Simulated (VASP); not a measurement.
# Sb (P2_1/m) in VASP: settings compared

The runs below take Sb through single point, relaxation of cell and atoms, with PBE, PBEsol-based screened hybrid with 25 % exact exchange, HSE06.

Program: VASP 6.6.1. These are calculated values, not measurements. Logs are shortened: lines on timing, memory, paths and dates and some standing lists are left out, and cuts for length are marked.

## 1. The cell of the first run

The structure is monoclinic, space group P2_1/m (No. 11). The conventional cell has a = 3.184 Å, b = 4.433 Å, c = 4.492 Å, α = 90.00°, β = 90.51°, γ = 90.00°. Within 4.1 Å of Sb (site symmetry m) lie 6 Sb at 3.10 to 3.21 Å.

## 2. Single point, PBE

Contents of INCAR:

```
SYSTEM = Sb
  PREC = Accurate
  ENCUT = 520
  EDIFF = 1E-6
  ISMEAR = -1
  SIGMA = 0.05
  LREAL = .FALSE.
  LASPH = .TRUE.
  NELM = 80
  ALGO = Normal
  ISIF = 2
  LWAVE = .FALSE.
  LCHARG = .FALSE.
  GGA = PE
  NBANDS = 12
```

Contents of KPOINTS:

```
Automatic mesh
0
G
  9 6 6
  0 0 0
```

Contents of POSCAR:

```
Sb
1.0
    3.1836411160      0.0000000000      0.0000000000
    0.0000000000      4.4327850985      0.0000000000
   -0.0396782330      0.0000000000      4.4922631929
Sb
2
Direct
    0.0113890000      0.2500000000      0.2411660000
    0.9886110000      0.7500000000      0.7588340000
```

Potentials or basis: VASP PAW PBE potentials, release 64 (Sb).

Launch:

```sh
> cat potpaw_PBE.64/Sb/POTCAR > POTCAR
> mpirun -np 1 vasp_std > vasp.out
```

OUTCAR:

```text
SYSTEM = Sb
   PREC = Accurate
   ENCUT = 520
   EDIFF = 1E-6
   ISMEAR = -1
   LREAL = .FALSE.
   LASPH = .TRUE.
   NELM = 80
   ISIF = 2
   GGA = PE

 ion  position               nearest neighbor table
   1  0.011  0.250  0.241-   2 3.10   2 3.10   2 3.21   2 3.21
   2  0.989  0.750  0.759-   1 3.10   1 3.10   1 3.21   1 3.21

  LATTYP: Found a simple monoclinic cell.
 ALAT       =     3.1836411160
 B/A-ratio  =     1.3923633151
 C/A-ratio  =     1.4111007668
 COS(beta)  =    -0.0088322264

  Lattice vectors:

 A1 = (   3.1836411160,   0.0000000000,   0.0000000000)
 A2 = (   0.0000000000,   4.4327850985,   0.0000000000)
 A3 = (  -0.0396782330,   0.0000000000,   4.4922631929)

Analysis of symmetry for initial positions (statically):
=====================================================================
 Subroutine PRICEL returns:
 Original cell was already a primitive cell.

 Routine SETGRP: Setting up the symmetry group for a
 simple monoclinic supercell.

 Subroutine GETGRP returns: Found  4 space group operations
 (whereof  2 operations were pure point group operations)
 out of a pool of  4 trial point group operations.

The static configuration has the point symmetry S_2 .
 The point group associated with its full space group is C_2h.

Analysis of symmetry for dynamics (positions and initial velocities):
=====================================================================
 Subroutine PRICEL returns:
 Original cell was already a primitive cell.

 Routine SETGRP: Setting up the symmetry group for a
 simple monoclinic supercell.

 Subroutine GETGRP returns: Found  4 space group operations
 (whereof  2 operations were pure point group operations)
 out of a pool of  4 trial point group operations.

The dynamic configuration has the point symmetry S_2 .
 The point group associated with its full space group is C_2h.

 Subroutine INISYM returns: Found  4 space group operations
 (whereof  2 operations are pure point group operations),
 and found     1 'primitive' translations

----------------------------------------------------------------------------------------

                                     Primitive cell

  volume of cell :      63.3966

  direct lattice vectors                    reciprocal lattice vectors
     3.183641116  0.000000000  0.000000000     0.314105756  0.000000000  0.002774361
     0.000000000  4.432785099  0.000000000     0.000000000  0.225591807  0.000000000
    -0.039678233  0.000000000  4.492263193     0.000000000  0.000000000  0.222604945

  length of vectors
     3.183641116  4.432785099  4.492438420     0.314118008  0.225591807  0.222604945

  position of ions in fractional coordinates (direct lattice)
     0.011389000  0.250000000  0.241166000
     0.988611000  0.750000000  0.758834000

  ion indices of the primitive-cell ions
   primitive index   ion index
                 1           1
                 2           2

----------------------------------------------------------------------------------------

 KPOINTS: Automatic mesh

Automatic generation of k-mesh.
 Grid dimensions read from file:
 generate k-points for:    9    6    6

 Generating k-lattice:

  Cartesian coordinates                     Fractional coordinates (reciprocal lattice)
     0.034900640  0.000000000  0.000308262     0.111111111  0.000000000  0.000000000
     0.000000000  0.037598634  0.000000000     0.000000000  0.166666667  0.000000000
     0.000000000  0.000000000  0.037100824     0.000000000  0.000000000  0.166666667

  Length of vectors
     0.034902001  0.037598634  0.037100824

  Shift w.r.t. Gamma in fractional coordinates (k-lattice)
     0.000000000  0.000000000  0.000000000

 Subroutine IBZKPT returns following result:
 ===========================================

 Found    112 irreducible k-points:

 Following reciprocal coordinates:
            Coordinates               Weight
  0.000000  0.000000  0.000000      1.000000
  0.111111  0.000000  0.000000      2.000000
  0.222222  0.000000  0.000000      2.000000
  0.333333  0.000000  0.000000      2.000000
  0.444444  0.000000  0.000000      2.000000
  0.000000  0.166667  0.000000      2.000000
[... 16 lines left out ...]
  0.222222  0.000000  0.166667      2.000000
  0.333333  0.000000  0.166667      2.000000
 [... further k-points ...]
   k-points           NKPTS =    112   k-points in BZ     NKDIM =    112   number of bands    NBANDS=     12
   number of dos      NEDOS =    301   number of ions     NIONS =      2
   total plane-waves  NPLWV =  31104
   dimension x,y,z NGX =    24 NGY =   36 NGZ =   36
   dimension x,y,z NGXF=    48 NGYF=   72 NGZF=   72
   ions per type =               2
   NGX,Y,Z   is equivalent  to a cutoff of  12.53, 13.50, 13.32 a.u.
   NGXF,Y,Z  is equivalent  to a cutoff of  25.07, 27.00, 26.64 a.u.
 SYSTEM =  Sb
   PREC   = accura    normal or accurate (medium, high low for compatibility)
   ISTART =      0    job   : 0-new  1-cont  2-samecut
   ICHARG =      2    charge: 1-file 2-atom 10-const
   ISPIN  =      1    spin polarized calculation?
   LNONCOLLINEAR =      F non collinear calculations
   LSORBIT =      F    spin-orbit coupling
   LASPH  =      T    aspherical Exc in radial PAW
   ENCUT  =  520.0 eV  38.22 Ry    6.18 a.u.   5.92  8.24  8.35*2*pi/ulx,y,z
   NELM   =     80;   NELMIN=  2; NELMDL= -5     # of ELM steps
   EDIFF  = 0.1E-05   stopping-criterion for ELM
   LREAL  =      F    real-space projection
   EDIFFG = 0.1E-04   stopping-criterion for IOM
   NSW    =      0    number of steps for IOM
   IBRION =     -1    ionic relax: 0-MD 1-quasi-New 2-CG
   NFREE  =      0    steps in history (QN), initial steepest desc. (CG)
   ISIF   =      2    stress and relaxation
   ISYM   =      2    0-nonsym 1-usesym 2-fastsym
   POTIM  = 0.5000    time-step for ionic-motion
   TEBEG  =    0.0;   TEEND  =   0.0 temperature during run
   PSTRESS=    0.0 pullay stress
   NELECT =      10.0000    total number of electrons
   NUPDOWN=      -1.0000    fix difference up-down
   EMIN   =  10.00;   EMAX   =-10.00  energy-range for DOS
   EFERMI =   0.00;   METHOD = LEGACY
   ISMEAR =    -1;   SIGMA  =   0.05  broadening in eV -4-tet -1-fermi 0-gaus
   EFERMI_NEDOS =   21; number of points for ismear=-14 and -15
   IALGO  =     38    algorithm
   IMIX   =      4    mixing-type and parameters
     AMIX     =   0.40;   BMIX     =  1.00
     AMIX_MAG =   1.60;   BMIX_MAG =  1.00
  volume/ion in A,a.u.               =      31.70       213.91
  Fermi-wavevector in a.u.,A,eV,Ry     =   0.884544  1.671546 10.645448  0.782418
  Thomas-Fermi vector in A             =   2.005458
   LORBIT       =      0    0 simple, 1 ext, 2 COOP (PROOUT), +10 PAW based schemes
   GGA     = PE    functional components
[... 5 lines left out ...]
 non-spin polarized calculation
  energy-cutoff  :      520.00
  volume of cell :       63.40
 maximum number of plane-waves:      1725
   NGX = 11   NGY = 17   NGZ = 17

 number of electron      10.0000000 magnetization

 number of electron       9.9999999 magnetization

 Free energy of the ion-electron system (eV)
  ---------------------------------------------------
  ext. energy  EPLUGINS =         0.00000000
  ---------------------------------------------------
  free energy    TOTEN  =        -8.14599498 eV

  energy without entropy =       -8.13256459  energy(sigma->0) =       -8.13927979

 E-fermi :   6.4862     XC(G=0):  -9.3668

 val. band max:        6.4710130849   @ k =  -0.3333   0.0000   0.1667
 cond. band min:       6.4900142029   @ k =  -0.3333   0.1667   0.1667
 fundamental gap:      0.0190011180
 Fermi energy:         6.4861665019

 k-point     1 :       0.0000    0.0000    0.0000
  band No.  band energies     occupation
      1      -5.5531      2.00000
      2      -0.9433      2.00000
      3       3.0750      2.00000
      4       3.1974      2.00000
      5       8.7096      0.00000
      6       9.3493      0.00000
      7       9.5600      0.00000
      8       9.7157      0.00000
      9      12.8286      0.00000
     10      13.3205      0.00000
     11      13.3754      0.00000
     12      14.3131      0.00000

 k-point     2 :       0.1111    0.0000    0.0000
  band No.  band energies     occupation
      1      -5.3896      2.00000
      2      -0.7726      2.00000
      3       3.2262      2.00000
      4       3.3485      2.00000
      5       7.6350      0.00000
      6       8.8695      0.00000
      7       9.7164      0.00000
      8       9.8718      0.00000
      9      11.6107      0.00000
     10      13.4553      0.00000
     11      14.0444      0.00000
     12      15.5559      0.00000

 k-point     3 :       0.2222    0.0000    0.0000
  band No.  band energies     occupation
      1      -4.9152      2.00000
      2      -0.2684      2.00000
      3       3.6501      2.00000
      4       3.7722      2.00000
      5       5.0984      2.00000
      6       9.1636      0.00000
      7       9.3423      0.00000
      8      10.1522      0.00000
      9      10.3138      0.00000
     10      13.8508      0.00000
     11      14.3897      0.00000
     12      14.5454      0.00000
[... 286 lines left out ...]
 k-point    23 :       0.2222    0.0000    0.1667
  band No.  band energies     occupation
      1      -4.7233      2.00000
      2      -0.8976      2.00000
      3       4.0104      2.00000
      4       4.1271      2.00000
      5       5.2587      2.00000
      6       8.7828      0.00000
      7       9.0502      0.00000
      8       9.1875      0.00000
      9      10.2700      0.00000
     10      14.4344      0.00000
     11      14.6997      0.00000
     12      15.2314      0.00000

 k-point    24 :       0.3333    0.0000    0.1667
  band No.  band energies     occupation
      1      -4.0122      2.00000
      2      -0.1404      2.00000
      3       3.0576      2.00000
      4       4.5978      2.00000
      5       4.7394      2.00000
      6       6.5281      0.60337
      7       9.6517      0.00000
      8       9.8288      0.00000
      9      10.9796      0.00000
     10      12.5610      0.00000
     11      12.8564      0.00000
     12      15.8239      0.00000

 [... further k-points ...]

------------------------ aborting loop because EDIFF is reached ----------------------------------------

  FORCE on cell =-STRESS in cart. coord.  units (eV):
  Direction    XX          YY          ZZ          XY          YZ          ZX
  --------------------------------------------------------------------------------------
  -------------------------------------------------------------------------------------
  Total       -0.7818015     -1.0536741     -1.0265915      0.0000000      0.0000000      0.0235774
  in kB      -19.7579144    -26.6287578    -25.9443183      0.0000000      0.0000000      0.5958545
  external PRESSURE =     -24.1103302 kB  Pullay stress =       0.0000000 kB

 VOLUME and BASIS-vectors are now :
 -----------------------------------------------------------------------------
  energy-cutoff  :      520.00
  volume of cell :       63.40
      direct lattice vectors                 reciprocal lattice vectors
     3.183641116  0.000000000  0.000000000     0.314105756  0.000000000  0.002774361
     0.000000000  4.432785099  0.000000000     0.000000000  0.225591807  0.000000000
    -0.039678233  0.000000000  4.492263193     0.000000000  0.000000000  0.222604945

 POSITION                                       TOTAL-FORCE (eV/Angst)
 -----------------------------------------------------------------------------------
      0.02669      1.10820      1.08338        -0.031742      0.000000     -0.029327
      3.11727      3.32459      3.40888         0.031742      0.000000      0.029327
 -----------------------------------------------------------------------------------
    total drift:                               -0.000000      0.000000      0.000000

  FREE ENERGIE OF THE ION-ELECTRON SYSTEM (eV)
  ---------------------------------------------------
  free  energy   TOTEN  =        -8.1459949806 eV

  energy  without entropy=       -8.1325645947  energy(sigma->0) =       -8.13927979
```

Run time: 65 s. Hardware: 1 thread of Intel Xeon 8259CL, shared host; peak memory 0.22 GiB.

What came out:

| Property | Result |
| --- | --- |
| Free energy | -8.1460 eV |
| Pressure | -2.4 GPa |
| Largest force | 0.043 eV/Å |
| Band gap on the k mesh | zero (bands 5 and 6 overlap by 7.78 eV) |

Forces on the atoms (eV/Å):
```
Sb  -0.032  0.000 -0.029
Sb   0.032  0.000  0.029
```

Caveat: spin-orbit coupling is left out, which moves the levels of the heavy elements.

[end of part 1 of 2]
